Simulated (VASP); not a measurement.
# Mg2C (I4/mmm) in VASP: a series of runs, part 2 of 2

VASP 6.6.1. Earlier steps stand in the parts before.

## Step 4: Single point, HSE06 (epitaxial xy strain +1.0%)

File POSCAR:

```
Mg2C
1.0
    0.0000000000      2.7375098464      2.7118379467
    2.7375098464      0.0000000000      2.7118379467
    2.7375098464      2.7375098464      0.0000000000
C Mg
1 2
Direct
    0.0000000000      0.0000000000      0.0000000000
    0.2500000000      0.2500000000      0.2500000000
    0.7500000000      0.7500000000      0.7500000000
```

File INCAR.step1:

```
SYSTEM = Mg2C
PREC = Accurate
ENCUT = 520
EDIFF = 1E-5
ISMEAR = 0
SIGMA = 0.01
LREAL = .False.
LASPH = .True.
NELM = 120
ALGO = Normal
ISIF = 2
LWAVE = .True.
LCHARG = .False.
NBANDS = 11
GGA = PE
GGA_COMPAT = .False.
```

File INCAR.step2:

```
SYSTEM = Mg2C
PREC = Accurate
ENCUT = 520
EDIFF = 1E-6
ISMEAR = 0
SIGMA = 0.01
LREAL = .False.
LASPH = .True.
NELM = 120
ALGO = Normal
ISIF = 2
LWAVE = .False.
LCHARG = .False.
GGA = PE
LHFCALC = .True.
HFSCREEN = 0.2079
PRECFOCK = Normal
NBANDS = 11
ISTART = 1
GGA_COMPAT = .False.
```

File KPOINTS:

```
Automatic mesh
0
Gamma
  6 6 6
  0 0 0
```

Potentials or basis: VASP PAW PBE potentials, release 64 (C, Mg).

Command:

```console
$ cat potpaw_PBE.64/C/POTCAR potpaw_PBE.64/Mg/POTCAR > POTCAR
$ cp INCAR.step1 INCAR
$ mpirun -np 1 vasp_std > vasp.out
$ cp INCAR.step2 INCAR
$ mpirun -np 1 vasp_std > vasp.out
```

OUTCAR:

```text
SYSTEM = Mg2C
   PREC = Accurate
   ENCUT = 520
   EDIFF = 1E-6
   ISMEAR = 0
   LREAL = .False.
   LASPH = .True.
   NELM = 120
   ISIF = 2
   GGA = PE
   LHFCALC = .True.
   HFSCREEN = 0.2079
   PRECFOCK = Normal
   ISTART = 1

 ion  position               nearest neighbor table
   1  0.000  0.000  0.000-   3 2.36   2 2.36   3 2.36   2 2.36   3 2.36   3 2.36   2 2.36   2 2.36

   2  0.250  0.250  0.250-   1 2.36   1 2.36   1 2.36   1 2.36   3 2.71   3 2.71   3 2.74   3 2.74
                             3 2.74   3 2.74
   3  0.750  0.750  0.750-   1 2.36   1 2.36   1 2.36   1 2.36   2 2.71   2 2.71   2 2.74   2 2.74
                             2 2.74   2 2.74

  LATTYP: Found a body centered tetragonal cell.
 ALAT       =     3.8714235519
 C/A-ratio  =     1.4009513092

  Lattice vectors:

 A1 = (   0.0000000000,  -2.7375098464,  -2.7118379467)
 A2 = (   0.0000000000,   2.7375098464,  -2.7118379467)
 A3 = (   2.7375098464,   0.0000000000,   2.7118379467)

Analysis of symmetry for initial positions (statically):
=====================================================================
 Subroutine PRICEL returns:
 Original cell was already a primitive cell.

 Routine SETGRP: Setting up the symmetry group for a
 body centered tetragonal supercell.

 Subroutine GETGRP returns: Found 16 space group operations
 (whereof 16 operations were pure point group operations)
 out of a pool of 16 trial point group operations.

The static configuration has the point symmetry D_4h.

Analysis of symmetry for dynamics (positions and initial velocities):
=====================================================================
 Subroutine PRICEL returns:
 Original cell was already a primitive cell.

 Routine SETGRP: Setting up the symmetry group for a
 body centered tetragonal supercell.

 Subroutine GETGRP returns: Found 16 space group operations
 (whereof 16 operations were pure point group operations)
 out of a pool of 16 trial point group operations.

The dynamic configuration has the point symmetry D_4h.
[... 132 lines left out ...]
   NKREDZ  =     1    reduce k-point grid by
   AEXX    =    0.2500 exact exchange contribution
   HFSCREEN=    0.2079 screening length (either q_TF or 0.3 A-1)
   HFSCREENC=   0.2079 screening length for correlation (either q_TF or 0.3 A-1)
   ENCUTFOCK=  -1.0 apply spherical cutoff to Coloumb kernel
   IVDW    =     0    specifies the selected vdW correction
   LEPSILON=     F    determine dielectric tensor
   LRPA    =     F    only Hartree local field effects (RPA)
 non-spin polarized calculation
 Gauss-broadening in eV      SIGMA  =   0.01
  energy-cutoff  :      520.00
  volume of cell :       40.64
 maximum number of plane-waves:      1107
 NGX is ok and might be reduce to    30
  NGX = 24; NGY = 24; NGZ = 24

 number of electron       8.0000001 magnetization

 Free energy of the ion-electron system (eV)
  ---------------------------------------------------
  ext. energy  EPLUGINS =         0.00000000
  ---------------------------------------------------
  free energy    TOTEN  =       -12.94602410 eV

  energy without entropy =      -12.94602410  energy(sigma->0) =      -12.94602410

 E-fermi :   3.2650     XC(G=0):  -8.1701

 val. band max:        3.1700227069   @ k =   0.0000   0.0000   0.0000
 cond. band min:       4.5025280998   @ k =   0.5000   0.5000   0.0000
 fundamental gap:      1.3325053929
 Fermi energy:         3.2649661273

 k-point     1 :       0.0000    0.0000    0.0000
  band No.  band energies     occupation
      1      -8.7573      2.00000
      2       3.1300      2.00000
      3       3.1300      2.00000
      4       3.1700      2.00000
      5       5.2957      0.00000
      6      10.6045      0.00000
      7      10.6762      0.00000
      8      10.6762      0.00000
      9      13.7881      0.00000
     10      13.9611      0.00000
     11      14.8056      0.00000
[... 309 lines left out ...]
 k-point    24 :       0.5000    0.0000    0.3333
  band No.  band energies     occupation
      1      -6.7930      2.00000
      2      -0.9888      2.00000
      3       0.7237      2.00000
      4       1.7145      2.00000
      5       5.6472      0.00000
      6       9.1251      0.00000
      7      12.0198      0.00000
      8      12.7215      0.00000
      9      13.4892      0.00000
     10      16.4422      0.00000
     11      18.8359      0.00000

 [... further k-points ...]
[... 5 lines left out ...]
  --------------------------------------------------------------------------------------
  -------------------------------------------------------------------------------------
  Total       -0.8655058     -0.8655058     -0.1689185      0.0000000     -0.0000000      0.0000000
  in kB      -34.1173647    -34.1173647     -6.6585968      0.0000000     -0.0000000      0.0000000
  external PRESSURE =     -24.9644420 kB  Pullay stress =       0.0000000 kB

 VOLUME and BASIS-vectors are now :
 -----------------------------------------------------------------------------
  energy-cutoff  :      520.00
  volume of cell :       40.64
      direct lattice vectors                 reciprocal lattice vectors
     0.000000000  2.737509846  2.711837947    -0.182647745  0.182647745  0.184376799
     2.737509846  0.000000000  2.711837947     0.182647745 -0.182647745  0.184376799
     2.737509846  2.737509846  0.000000000     0.182647745  0.182647745 -0.184376799

 POSITION                                       TOTAL-FORCE (eV/Angst)
 -----------------------------------------------------------------------------------
      0.00000      0.00000      0.00000         0.000000     -0.000000      0.000000
      1.36875      1.36875      1.35592         0.000000      0.000000      0.000000
      4.10626      4.10626      4.06776        -0.000000      0.000000     -0.000000
 -----------------------------------------------------------------------------------
    total drift:                               -0.000106     -0.000028      0.000028

  FREE ENERGIE OF THE ION-ELECTRON SYSTEM (eV)
  ---------------------------------------------------
  free  energy   TOTEN  =       -12.9460241010 eV

  energy  without entropy=      -12.9460241010  energy(sigma->0) =      -12.94602410
```

OSZICAR.step1:

```text
N       E                     dE             d eps       ncg     rms          rms(c)
DAV:   1     0.702186773152E+01    0.70219E+01   -0.32514E+03   660   0.594E+02
DAV:   2    -0.124469926026E+02   -0.19469E+02   -0.18500E+02   889   0.808E+01
DAV:   3    -0.137948480782E+02   -0.13479E+01   -0.13442E+01   798   0.199E+01
DAV:   4    -0.138047767216E+02   -0.99286E-02   -0.99275E-02   761   0.211E+00
DAV:   5    -0.138048368267E+02   -0.60105E-04   -0.60104E-04   789   0.162E-01    0.699E+00
DAV:   6    -0.115155312959E+02    0.22893E+01   -0.14485E+01   772   0.139E+01    0.215E+00
DAV:   7    -0.114989722071E+02    0.16559E-01   -0.18698E-01   699   0.265E+00    0.144E+00
DAV:   8    -0.114816703727E+02    0.17302E-01   -0.65369E-02   684   0.193E+00    0.678E-01
DAV:   9    -0.114783373196E+02    0.33331E-02   -0.43940E-03   750   0.342E-01    0.395E-01
DAV:  10    -0.114773977925E+02    0.93953E-03   -0.37333E-03   702   0.291E-01    0.162E-02
DAV:  11    -0.114774052582E+02   -0.74656E-05   -0.34304E-05   795   0.395E-02
   1 F= -.11477405E+02 E0= -.11477405E+02  d E =-.347582E-20
```

Run time: 14 min. Hardware: 1 thread of Intel Xeon 6975P-C (Granite Rapids), shared host; peak memory 0.28 GiB.

What came out:

* Free energy: -12.9460 eV
* Pressure: -2.5 GPa
* Band gap on the k mesh: 1.33 eV (least direct gap 2.13 eV)

Levels at points of the mesh, in eV from the valence-band top:
| k point | band 1 | band 2 | band 3 | band 4 | band 5 | band 6 | band 7 | band 8 | band 9 |
| --- | --- | --- | --- | --- | --- | --- | --- | --- | --- |
| (0.00, 0.00, 0.00) | -11.93 | -0.04 | -0.04 | 0.00 | 2.13 | 7.43 | 7.51 | 7.51 | 10.62 |
| (0.50, 0.00, 0.00) | -10.31 | -5.21 | -0.53 | -0.47 | 4.20 | 6.42 | 6.53 | 6.94 | 12.45 |
| (0.50, 0.50, 0.00) | -9.77 | -4.38 | -1.77 | -1.77 | 1.33 | 4.81 | 10.40 | 10.55 | 10.55 |
| (0.50, 0.00, 0.50) | -9.80 | -4.48 | -1.71 | -1.69 | 1.37 | 4.94 | 10.28 | 10.48 | 10.72 |

Caveat: the cell differs from its parent crystal (epitaxial xy strain +1.0%); the structure was generated, so it needn't be the stable form of Mg2C; the PAW data sets were made with another functional, which shifts forces and pressure a little. A k mesh can miss the band edges.

## Step 5: The runs side by side

| level | k mesh | cutoff (eV) | smearing | grid for exact exchange (PRECFOCK) | share of exact exchange | screening parameter | gap on the mesh (eV) | pressure (GPa) |
| --- | --- | --- | --- | --- | --- | --- | --- | --- |
| PBE | 8 × 8 × 8 | 600 | fermi-dirac 0.02 eV | - | - | - | 0.69 | -0.1 |
| r2SCAN | 8 × 8 × 8 | 660 | gaussian 0.01 eV | - | - | - | 1.06 | -2.4 |
| HSE06 | 6 × 6 × 6 | 520 | gaussian 0.01 eV | Normal | 0.25 | 0.2079 1/Å | 1.33 | -2.5 |

Alike in all rows: task single point; potentials or basis VASP PAW PBE potentials, release 64 (C, Mg); no spin polarisation; cell as given.

Caveats: the structure was generated, so it needn't be the stable form of Mg2C; the PAW data sets were made with another functional, which shifts forces and pressure a little (at least some runs); semilocal functionals underestimate gaps, and a narrow one can read as zero (at least some runs).

Total energies depend on the potentials used, so only differences within one code and one set of settings carry meaning.
